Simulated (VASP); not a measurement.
Wanted: the native input for a VASP 6.6.1 run.

* Task: single point
* Functional: LDA
* Potentials or basis: VASP PAW LDA potentials, release 64 (Ni)
* Cutoff: 520 eV
* k mesh: 9 × 9 × 13
* Occupations: fermi-dirac, width 0.05 eV
* Spin: collinear spin, ferromagnetic start
* Starting moments: [0.8, 0.8, 0.8] μB
* Dipole correction: no
* Further INCAR settings: ALGO = Normal; EDIFF = 1e-07; NBANDS = 26

The structure of Ni lies in POSCAR:

```
Ni
1.0
    3.8836482147      0.0000000000      0.0000000000
   -1.9418241073      3.3633380133      0.0000000000
    0.0000000000      0.0000000000      2.3487690631
Ni
3
Direct
    1.0000000000      1.0000000000      1.0000000000
    0.3333333333      0.6666666667      0.5000000000
    0.6666666667      0.3333333333      0.5000000000
```

The input as run:

INCAR

```
SYSTEM = Ni
ALGO = Normal ; EDIFF = 1E-7
ENCUT = 520 ; ISIF = 2
ISMEAR = -1 ; ISPIN = 2
LASPH = .TRUE. ; LCHARG = .FALSE.
LMAXMIX = 4 ; LORBIT = 11
LREAL = .FALSE. ; LWAVE = .FALSE.
MAGMOM = 0.8 0.8 0.8 ; NBANDS = 26
NELM = 150 ; PREC = Accurate
SIGMA = 0.05
```

KPOINTS

```
k-points
0
G
  9 9 13
  0 0 0
```

Potentials or basis: VASP PAW LDA potentials, release 64 (Ni).

Run with:

```console
$ cat potpaw_LDA.64/Ni/POTCAR > POTCAR
$ mpirun -np 1 vasp_std > vasp.out
```

It gave:

```json
{
  "Pressure": "-0.3 GPa",
  "Net moment": "1.64 μB per cell",
  "Site moments": "Ni +0.53, +0.55 μB",
  "Valence electrons inside the program's atomic spheres": "Ni 9.39, 9.49"
}
```

It took 5.2 min on 1 thread of AMD EPYC 7R13, on a shared host, peak memory 0.17 GiB.
